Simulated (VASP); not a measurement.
# W2Cl3 (P-3m1) in VASP: further runs

W2Cl3 is run at these levels: PBE; tasks: single point, relaxation of cell and atoms.

Program: VASP 6.6.1. These are calculated values, not measurements. Logs are shortened: lines on timing, memory, paths and dates and some standing lists are left out, and cuts for length are marked.

## 1. The cell of the first run

The structure is trigonal, space group P-3m1 (No. 164). The conventional cell has a = 4.302 Å, b = 4.302 Å, c = 6.693 Å, α = 90.00°, β = 90.00°, γ = 120.00°. Within 3.4 Å of W (site symmetry 3m) lie 7 Cl at 2.59 to 2.98 Å. Within 3.9 Å of Cl (site symmetry -3m) lie 6 W at 2.98 Å and 6 Cl at 3.44 Å. Cl (site symmetry 3m) has 4 W at 2.59 to 2.68 Å and 6 Cl at 3.15 to 3.44 Å within 3.5 Å.

## 2. Single point, PBE

INCAR reads:

```
PREC = Accurate
ENCUT = 520
EDIFF = 1E-6
ISMEAR = 0
SIGMA = 0.1
LREAL = F
LASPH = T
NELM = 80
ALGO = Normal
ISIF = 2
LWAVE = F
LCHARG = T
GGA = PE
LELF = T
LVHAR = T
NBANDS = 32
```

KPOINTS reads:

```
regular mesh
0
Gamma
  6 6 4
```

POSCAR reads:

```
W2Cl3
1.0
    4.3021208172      0.0000000000      0.0000000000
   -2.1510604086      3.7257459179      0.0000000000
    0.0000000000      0.0000000000      6.6934011700
W Cl
2 3
Direct
    0.3333333333      0.6666666667      0.2450000000
    0.6666666667      0.3333333333      0.7550000000
    0.0000000000      0.0000000000      0.0000000000
    0.3333333333      0.6666666667      0.6450000000
    0.6666666667      0.3333333333      0.3550000000
```

Potentials or basis: VASP PAW PBE potentials, release 64 (W_sv, Cl).

Launch:

```console
$ cat potpaw_PBE.64/W_sv/POTCAR potpaw_PBE.64/Cl/POTCAR > POTCAR
$ mpirun -np 1 vasp_std > vasp.out
```

OUTCAR:

```text
PREC = Accurate
   ENCUT = 520
   EDIFF = 1E-6
   ISMEAR = 0
   LREAL = F
   LASPH = T
   NELM = 80
   ISIF = 2
   GGA = PE

 ion  position               nearest neighbor table
   1  0.333  0.667  0.245-   5 2.59   5 2.59   5 2.59   4 2.68   3 2.98   3 2.98   3 2.98
   2  0.667  0.333  0.755-   4 2.59   4 2.59   4 2.59   5 2.68   3 2.98   3 2.98   3 2.98
   3  0.000  0.000  0.000-   1 2.98   2 2.98   2 2.98   1 2.98   2 2.98   1 2.98
   4  0.333  0.667  0.645-   2 2.59   2 2.59   2 2.59   1 2.68
   5  0.667  0.333  0.355-   1 2.59   1 2.59   1 2.59   2 2.68

  LATTYP: Found a hexagonal cell.
 ALAT       =     4.3021208172
 C/A-ratio  =     1.5558375635

  Lattice vectors:

 A1 = (   4.3021208172,   0.0000000000,   0.0000000000)
 A2 = (  -2.1510604086,   3.7257459179,   0.0000000000)
 A3 = (   0.0000000000,   0.0000000000,   6.6934011700)

Analysis of symmetry for initial positions (statically):
=====================================================================
 Subroutine PRICEL returns:
 Original cell was already a primitive cell.

 Routine SETGRP: Setting up the symmetry group for a
 hexagonal supercell.

 Subroutine GETGRP returns: Found 12 space group operations
 (whereof 12 operations were pure point group operations)
 out of a pool of 24 trial point group operations.

The static configuration has the point symmetry D_3d.

Analysis of symmetry for dynamics (positions and initial velocities):
=====================================================================
 Subroutine PRICEL returns:
 Original cell was already a primitive cell.

 Routine SETGRP: Setting up the symmetry group for a
 hexagonal supercell.

 Subroutine GETGRP returns: Found 12 space group operations
 (whereof 12 operations were pure point group operations)
 out of a pool of 24 trial point group operations.

The dynamic configuration has the point symmetry D_3d.

 Subroutine INISYM returns: Found 12 space group operations
 (whereof 12 operations are pure point group operations),
 and found     1 'primitive' translations

----------------------------------------------------------------------------------------

                                     Primitive cell

  volume of cell :     107.2859

  direct lattice vectors                    reciprocal lattice vectors
     4.302120817  0.000000000  0.000000000     0.232443495  0.134201315  0.000000000
    -2.151060409  3.725745918  0.000000000     0.000000000  0.268402629  0.000000000
     0.000000000  0.000000000  6.693401170     0.000000000  0.000000000  0.149400876

  length of vectors
     4.302120817  4.302120817  6.693401170     0.268402629  0.268402629  0.149400876

  position of ions in fractional coordinates (direct lattice)
     0.333333333  0.666666667  0.245000000
     0.666666667  0.333333333  0.755000000
     0.000000000  0.000000000  0.000000000
     0.333333333  0.666666667  0.645000000
     0.666666667  0.333333333  0.355000000

  ion indices of the primitive-cell ions
   primitive index   ion index
                 1           1
                 2           2
                 3           3
                 4           4
                 5           5

----------------------------------------------------------------------------------------

 KPOINTS: regular mesh

Automatic generation of k-mesh.
 Grid dimensions read from file:
 generate k-points for:    6    6    4

 Generating k-lattice:

  Cartesian coordinates                     Fractional coordinates (reciprocal lattice)
     0.038740583  0.022366886  0.000000000     0.166666667  0.000000000  0.000000000
     0.000000000  0.044733772  0.000000000     0.000000000  0.166666667  0.000000000
     0.000000000  0.000000000  0.037350219     0.000000000  0.000000000  0.250000000

  Length of vectors
     0.044733772  0.044733772  0.037350219

  Shift w.r.t. Gamma in fractional coordinates (k-lattice)
     0.000000000  0.000000000  0.000000000

 Subroutine IBZKPT returns following result:
 ===========================================

 Found     24 irreducible k-points:

 Following reciprocal coordinates:
            Coordinates               Weight
  0.000000  0.000000  0.000000      1.000000
  0.166667 -0.000000  0.000000      6.000000
  0.333333 -0.000000  0.000000      6.000000
  0.500000 -0.000000  0.000000      3.000000
  0.166667  0.166667  0.000000      6.000000
  0.333333  0.166667  0.000000     12.000000
[... 16 lines left out ...]
  0.333333  0.166667  0.500000     12.000000
  0.333333  0.333333  0.500000      2.000000
   k-points           NKPTS =     24   k-points in BZ     NKDIM =     24   number of bands    NBANDS=     32
   number of dos      NEDOS =    301   number of ions     NIONS =      5
   total plane-waves  NPLWV =  51200
   dimension x,y,z NGX =    32 NGY =   32 NGZ =   50
   dimension x,y,z NGXF=    64 NGYF=   64 NGZF=  100
   ions per type =               2   3
   NGX,Y,Z   is equivalent  to a cutoff of  12.37, 12.37, 12.42 a.u.
   NGXF,Y,Z  is equivalent  to a cutoff of  24.73, 24.73, 24.84 a.u.
 SYSTEM =  unknown system
   PREC   = accura    normal or accurate (medium, high low for compatibility)
   ISTART =      0    job   : 0-new  1-cont  2-samecut
   ICHARG =      2    charge: 1-file 2-atom 10-const
   ISPIN  =      1    spin polarized calculation?
   LNONCOLLINEAR =      F non collinear calculations
   LSORBIT =      F    spin-orbit coupling
   LASPH  =      T    aspherical Exc in radial PAW
   ENCUT  =  520.0 eV  38.22 Ry    6.18 a.u.   8.00  8.00 12.45*2*pi/ulx,y,z
   NELM   =     80;   NELMIN=  2; NELMDL= -5     # of ELM steps
   EDIFF  = 0.1E-05   stopping-criterion for ELM
   LREAL  =      F    real-space projection
   EDIFFG = 0.1E-04   stopping-criterion for IOM
   NSW    =      0    number of steps for IOM
   IBRION =     -1    ionic relax: 0-MD 1-quasi-New 2-CG
   NFREE  =      0    steps in history (QN), initial steepest desc. (CG)
   ISIF   =      2    stress and relaxation
   ISYM   =      2    0-nonsym 1-usesym 2-fastsym
   POTIM  = 0.5000    time-step for ionic-motion
   TEBEG  =    0.0;   TEEND  =   0.0 temperature during run
   PSTRESS=    0.0 pullay stress
   NELECT =      49.0000    total number of electrons
   NUPDOWN=      -1.0000    fix difference up-down
   EMIN   =  10.00;   EMAX   =-10.00  energy-range for DOS
   EFERMI =   0.00;   METHOD = LEGACY
   ISMEAR =     0;   SIGMA  =   0.10  broadening in eV -4-tet -1-fermi 0-gaus
   EFERMI_NEDOS =   21; number of points for ismear=-14 and -15
   IALGO  =     38    algorithm
   IMIX   =      4    mixing-type and parameters
     AMIX     =   0.40;   BMIX     =  1.00
     AMIX_MAG =   1.60;   BMIX_MAG =  1.00
  volume/ion in A,a.u.               =      21.46       144.80
  Fermi-wavevector in a.u.,A,eV,Ry     =   1.260741  2.382455 21.626032  1.589468
  Thomas-Fermi vector in A             =   2.394236
   LORBIT       =      0    0 simple, 1 ext, 2 COOP (PROOUT), +10 PAW based schemes
   GGA     = PE    functional components
   LHFCALC =     F    Hartree Fock is set to
   AEXX    =    0.0000 exact exchange contribution
   IVDW    =     0    specifies the selected vdW correction
   LEPSILON=     F    determine dielectric tensor
   LRPA    =     F    only Hartree local field effects (RPA)
 non-spin polarized calculation
 Gauss-broadening in eV      SIGMA  =   0.10
  energy-cutoff  :      520.00
  volume of cell :      107.29
 maximum number of plane-waves:      2916
   NGX = 15   NGY = 15   NGZ = 25

 number of electron      48.9999999 magnetization

 Free energy of the ion-electron system (eV)
  ---------------------------------------------------
  ext. energy  EPLUGINS =         0.00000000
  ---------------------------------------------------
  free energy    TOTEN  =       -23.98615071 eV

  energy without entropy =      -23.94496616  energy(sigma->0) =      -23.96555844

 E-fermi :   6.6277     XC(G=0): -10.3433

 val. band max:        6.6241372265   @ k =   0.1667  -0.0000   0.0000
 cond. band min:       6.6507331820   @ k =   0.1667   0.1667   0.0000
 fundamental gap:      0.0265959555
 Fermi energy:         6.6277458337

 k-point     1 :       0.0000    0.0000    0.0000
  band No.  band energies     occupation
      1     -67.9520      2.00000
      2     -67.9517      2.00000
      3     -32.1727      2.00000
      4     -32.1598      2.00000
      5     -32.1598      2.00000
      6     -32.1565      2.00000
[... 24 lines left out ...]
     31       8.6111      0.00000
     32       9.0514      0.00000

 k-point     2 :       0.1667   -0.0000    0.0000
  band No.  band energies     occupation
      1     -67.9520      2.00000
      2     -67.9517      2.00000
      3     -32.1713      2.00000
      4     -32.1628      2.00000
      5     -32.1607      2.00000
      6     -32.1596      2.00000
[... 24 lines left out ...]
     31       8.4917      0.00000
     32       9.6179      0.00000

 k-point     3 :       0.3333   -0.0000    0.0000
  band No.  band energies     occupation
      1     -67.9519      2.00000
      2     -67.9517      2.00000
      3     -32.1689      2.00000
      4     -32.1683      2.00000
      5     -32.1652      2.00000
      6     -32.1624      2.00000
[... 24 lines left out ...]
     31       8.8939      0.00000
     32       9.4730      0.00000

 k-point     4 :       0.5000   -0.0000    0.0000
  band No.  band energies     occupation
      1     -67.9518      2.00000
      2     -67.9518      2.00000
      3     -32.1719      2.00000
      4     -32.1696      2.00000
      5     -32.1644      2.00000
      6     -32.1632      2.00000
[... 654 lines left out ...]
     31       8.8320      0.00000
     32       9.3056      0.00000

 k-point    23 :       0.3333    0.1667    0.5000
  band No.  band energies     occupation
      1     -67.9518      2.00000
      2     -67.9518      2.00000
      3     -32.1727      2.00000
      4     -32.1717      2.00000
      5     -32.1628      2.00000
      6     -32.1625      2.00000
[... 24 lines left out ...]
     31       8.9977      0.00000
     32       9.6990      0.00000

 k-point    24 :       0.3333    0.3333    0.5000
  band No.  band energies     occupation
      1     -67.9518      2.00000
      2     -67.9518      2.00000
      3     -32.1719      2.00000
      4     -32.1719      2.00000
      5     -32.1652      2.00000
      6     -32.1647      2.00000
[... 24 lines left out ...]
     31       9.3953      0.00000
     32       9.3953      0.00000

------------------------ aborting loop because EDIFF is reached ----------------------------------------

  FORCE on cell =-STRESS in cart. coord.  units (eV):
  Direction    XX          YY          ZZ          XY          YZ          ZX
  --------------------------------------------------------------------------------------
  -------------------------------------------------------------------------------------
  Total       -9.0445676     -9.0445676     -6.6924184      0.0000000      0.0000000      0.0000000
  in kB     -135.0690040   -135.0690040    -99.9426765      0.0000000      0.0000000      0.0000000
  external PRESSURE =    -123.3602281 kB  Pullay stress =       0.0000000 kB

 VOLUME and BASIS-vectors are now :
 -----------------------------------------------------------------------------
  energy-cutoff  :      520.00
  volume of cell :      107.29
      direct lattice vectors                 reciprocal lattice vectors
     4.302120817  0.000000000  0.000000000     0.232443495  0.134201315  0.000000000
    -2.151060409  3.725745918  0.000000000     0.000000000  0.268402629  0.000000000
     0.000000000  0.000000000  6.693401170     0.000000000  0.000000000  0.149400876

 POSITION                                       TOTAL-FORCE (eV/Angst)
 -----------------------------------------------------------------------------------
     -0.00000      2.48383      1.63988        -0.000000      0.000000     -0.107186
      2.15106      1.24192      5.05352        -0.000000      0.000000      0.107186
      0.00000      0.00000      0.00000         0.000000      0.000000      0.000000
     -0.00000      2.48383      4.31724         0.000000      0.000000      0.189949
      2.15106      1.24192      2.37616         0.000000     -0.000000     -0.189949
 -----------------------------------------------------------------------------------
    total drift:                               -0.000000      0.000000      0.000000

  FREE ENERGIE OF THE ION-ELECTRON SYSTEM (eV)
  ---------------------------------------------------
  free  energy   TOTEN  =       -23.9861507117 eV

  energy  without entropy=      -23.9449661607  energy(sigma->0) =      -23.96555844
```

Wall time 1.7 min (1 thread of Intel Xeon 8259CL, shared host); peak memory 0.25 GiB.

What came out:

```
Free energy            : -23.9862 eV
Pressure               : -12.3 GPa
Largest force          : 0.190 eV/Å
Band gap on the k mesh : zero (an odd number of electrons rules out a gap without spin polarisation)
```

Forces in eV/Å, atoms in the order of the input:
```
W    0.000  0.000 -0.107
W    0.000  0.000  0.107
Cl   0.000  0.000  0.000
Cl   0.000  0.000  0.190
Cl   0.000  0.000 -0.190
```

Caveat: the cell stands under tension; spin-orbit coupling is left out, which moves the levels of the heavy elements; an odd number of electrons without spin polarisation forces a metal; a magnetic or distorted state may lie lower.

## 3. Single point, PBE

This run uses another cell than the first one, of 22.37 Å³/atom.

INCAR reads:

```
PREC     = Accurate       # precision mode
ENCUT    = 520            # plane-wave cutoff, eV
EDIFF    = 1E-7           # SCF threshold, eV
ISMEAR   = 0              # smearing method
SIGMA    = 0.1            # smearing width, eV
LREAL    = False          # projectors in reciprocal space
LASPH    = True           # aspherical terms in the spheres
NELM     = 60             # most SCF steps
ALGO     = Normal         # electronic algorithm
ISIF     = 2              # what is computed and relaxed
LWAVE    = False          # write WAVECAR
LCHARG   = True           # write CHGCAR
GGA      = PE             # functional
LELF     = True           # ELF
LVHAR    = True         
NBANDS   = 32             # bands
```

KPOINTS reads:

```
Automatic mesh
0
Gamma
  12 12 4
```

POSCAR reads:

```
W2Cl3
1.0
    3.8394515880      0.0000000000      0.0000000000
   -1.9197257940      3.3250626118      0.0000000000
    0.0000000000      0.0000000000      8.7601945734
W Cl
2 3
Direct
    0.3333333333      0.6666666667      0.1021975517
    0.6666666667      0.3333333333      0.8978024483
    0.0000000000      0.0000000000      0.0000000000
    0.3333333333      0.6666666667      0.7102708684
    0.6666666667      0.3333333333      0.2897291316
```

Potentials or basis: VASP PAW PBE potentials, release 64 (W_sv, Cl).

Launch:

```console
$ cat potpaw_PBE.64/W_sv/POTCAR potpaw_PBE.64/Cl/POTCAR > POTCAR
$ mpirun -np 1 vasp_std > vasp.out
```

OUTCAR:

```text
PREC = Accurate
   ENCUT = 520
   EDIFF = 1E-7
   ISMEAR = 0
   LREAL = False
   LASPH = True
   NELM = 60
   ISIF = 2
   GGA = PE

 ion  position               nearest neighbor table
   1  0.333  0.667  0.102-   3 2.39   3 2.39   3 2.39   5 2.76   5 2.76   5 2.76   2 2.85   2 2.85
                             2 2.85
   2  0.667  0.333  0.898-   3 2.39   3 2.39   3 2.39   4 2.76   4 2.76   4 2.76   1 2.85   1 2.85
                             1 2.85
   3  0.000  0.000  0.000-   1 2.39   2 2.39   1 2.39   2 2.39   2 2.39   1 2.39
   4  0.333  0.667  0.710-   2 2.76   2 2.76   2 2.76
   5  0.667  0.333  0.290-   1 2.76   1 2.76   1 2.76

  LATTYP: Found a hexagonal cell.
 ALAT       =     3.8394515880
 C/A-ratio  =     2.2816265221

  Lattice vectors:

 A1 = (   3.8394515880,   0.0000000000,   0.0000000000)
 A2 = (  -1.9197257940,   3.3250626118,   0.0000000000)
 A3 = (   0.0000000000,   0.0000000000,   8.7601945734)

Analysis of symmetry for initial positions (statically):
=====================================================================
 Subroutine PRICEL returns:
 Original cell was already a primitive cell.

[... 179 lines left out ...]
 cond. band min:       5.8493836459   @ k =   0.2500   0.0000   0.0000
 fundamental gap:      0.0047566413
 Fermi energy:         5.8453958279

 k-point     1 :       0.0000    0.0000    0.0000
  band No.  band energies     occupation
      1     -68.8135      2.00000
      2     -68.7580      2.00000
      3     -33.2029      2.00000
      4     -33.2029      2.00000
      5     -33.1650      2.00000
      6     -33.0003      2.00000
[... 829 lines left out ...]
     31       8.9082      0.00000
     32       9.8224      0.00000

 [... further k-points ...]

------------------------ aborting loop because EDIFF is reached ----------------------------------------

  FORCE on cell =-STRESS in cart. coord.  units (eV):
  Direction    XX          YY          ZZ          XY          YZ          ZX
  --------------------------------------------------------------------------------------
  -------------------------------------------------------------------------------------
  Total        0.3741117      0.3741117      0.0908689      0.0000000      0.0000000      0.0000000
  in kB        5.3595592      5.3595592      1.3017962      0.0000000      0.0000000      0.0000000
  external PRESSURE =       4.0069715 kB  Pullay stress =       0.0000000 kB

 VOLUME and BASIS-vectors are now :
 -----------------------------------------------------------------------------
  energy-cutoff  :      520.00
  volume of cell :      111.84
      direct lattice vectors                 reciprocal lattice vectors
     3.839451588  0.000000000  0.000000000     0.260453864  0.150373108  0.000000000
    -1.919725794  3.325062612  0.000000000     0.000000000  0.300746216  0.000000000
     0.000000000  0.000000000  8.760194573     0.000000000  0.000000000  0.114152716

 POSITION                                       TOTAL-FORCE (eV/Angst)
 -----------------------------------------------------------------------------------
     -0.00000      2.21671      0.89527         0.000000     -0.000000      0.056545
      1.91973      1.10835      7.86492        -0.000000      0.000000     -0.056545
      0.00000      0.00000      0.00000        -0.000000      0.000000     -0.000000
     -0.00000      2.21671      6.22211         0.000000      0.000000     -0.002948
      1.91973      1.10835      2.53808        -0.000000     -0.000000      0.002948
 -----------------------------------------------------------------------------------
    total drift:                                0.000000      0.000000     -0.000000

  FREE ENERGIE OF THE ION-ELECTRON SYSTEM (eV)
  ---------------------------------------------------
  free  energy   TOTEN  =       -28.0278900591 eV

  energy  without entropy=      -28.0035871544  energy(sigma->0) =      -28.01573861
```

stdout:

```text
POSCAR found type information on POSCAR W Cl
 POSCAR found :  2 types and       5 ions
 scaLAPACK will be used
 LDA part: xc-table for (Slater+PW92), standard interpolation
 POSCAR, INCAR and KPOINTS ok, starting setup
 FFT: planning ... GRIDC
 FFT: planning ... GRID_SOFT
 FFT: planning ... GRID
 WAVECAR not read
 entering main loop
```

Wall time 6.7 min (1 thread of Intel Xeon 8259CL, shared host); peak memory 0.36 GiB.

Results:

| Item | Value |
| --- | --- |
| Free energy | -28.0279 eV |
| Pressure | 0.4 GPa |
| Largest force | 0.057 eV/Å |
| Band gap on the k mesh | zero (an odd number of electrons rules out a gap without spin polarisation) |

Forces on the atoms (eV/Å):
```
W    0.000  0.000  0.057
W    0.000  0.000 -0.057
Cl   0.000  0.000  0.000
Cl   0.000  0.000 -0.003
Cl   0.000  0.000  0.003
```

Caveat: spin-orbit coupling is left out, which moves the levels of the heavy elements; this functional lacks dispersion, which binds layers or chains, so the pressure and a relaxed spacing across them are unreliable; an odd number of electrons without spin polarisation forces a metal; a magnetic or distorted state may lie lower.

(Continued in part 2 of 2.)

The gap in the log of VASP goes by the Fermi energy; the results here count the filled bands.